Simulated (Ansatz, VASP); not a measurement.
## One calculation of Mg, two programs

The input INCAR:

```
PREC = Accurate ; ENCUT = 520
EDIFF = 1E-6 ; ISMEAR = 0
SIGMA = 0.1 ; LREAL = F
LASPH = T ; NELM = 60
ALGO = Fast ; ISIF = 2
LWAVE = F ; LCHARG = T
GGA = PS ; LELF = T
LVHAR = T ; NBANDS = 7
```

Contents of KPOINTS:

```
regular mesh
0
Gamma
  6 6 6
```

The input POSCAR:

```
Mg
1.0
    0.0000000000      2.5385378443      2.5385378443
    2.5385378443      0.0000000000      2.5385378443
    2.5385378443      2.5385378443      0.0000000000
Mg
1
Direct
    0.0000000000      0.0000000000      0.0000000000
```

Input for Ansatz:

```yaml
crystal:
  lattice:
    - [0.0, 2.5385378443, 2.5385378443]
    - [2.5385378443, 0.0, 2.5385378443]
    - [2.5385378443, 2.5385378443, 0.0]
  atoms:
    - { symbol: Mg, position: [0.0, 0.0, 0.0] }
basis:
  ecutwfc: 420
kpoints:
  mp_grid: { grid: [6, 6, 6] }
hamiltonian:
  xc: pbesol
scf:
  occupations: { method: gaussian, width: 0.1 }
output:
  forces: true
  stress: true
  eigenvalues: true
```

Alike in both runs: task single point; functional PBEsol; k mesh 6 × 6 × 6; occupations gaussian, width 0.1 eV; no spin polarisation.

|  | VASP | Ansatz |
| --- | --- | --- |
| version | VASP 6.6.1 | Ansatz 0.2.0 |
| potentials or method | VASP PAW PBE potentials, release 64 (Mg), cutoff 520 eV | scalar-relativistic, plane waves, PAW |
| valence electrons in the cell | 2 | 10 |

```tsv
	VASP	Ansatz	Ansatz less VASP
gap on the k mesh at the Fermi level (eV)	none	none	-
pressure (GPa)	-5.8	-5.7	+0.06
```

VASP's potentials were made for PBE, not for PBEsol. A gap of «none» marks a metal or a gap that the smearing closes. VASP's potentials hold 2 valence electrons a cell and Ansatz's 10, so a difference there can come from the potentials and not from the codes.
